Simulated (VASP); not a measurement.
Runs of VASP 6.6.1 on Br. The structure is that of space group Fm-3m (No. 225), or close to it. The cells are those of the table. 

```tsv
cell	gap on the mesh (eV)	pressure (GPa)
a = 2.532 Å, angles 60.0°, 1 atom	none	(a)
a = 3.057 Å, angles 60.0°, 1 atom	none	8.4
a = 2.805 Å, angles 60.0°, 1 atom	none	(b)
a = 2.936 Å, angles 60.0°, 1 atom	none	21.9
a = 3.190 Å, angles 60.0°, 1 atom	none	0.1
```

Alike in all rows: task single point; level LDA; potentials or basis VASP PAW LDA potentials, release 64 (Br); no spin polarisation; k mesh 14 × 14 × 14; cutoff (eV) 520; smearing fermi-dirac 0.1 eV.

Estimate the missing entries.

(a) 170.2; (b) 47.0.

Caveats: an odd number of electrons without spin polarisation forces a metal; a magnetic or distorted state may lie lower.

A k mesh can miss the band edges, and the runs leave out spin-orbit coupling on Br.

A gap of «none» marks levels without a gap at the run's occupations.
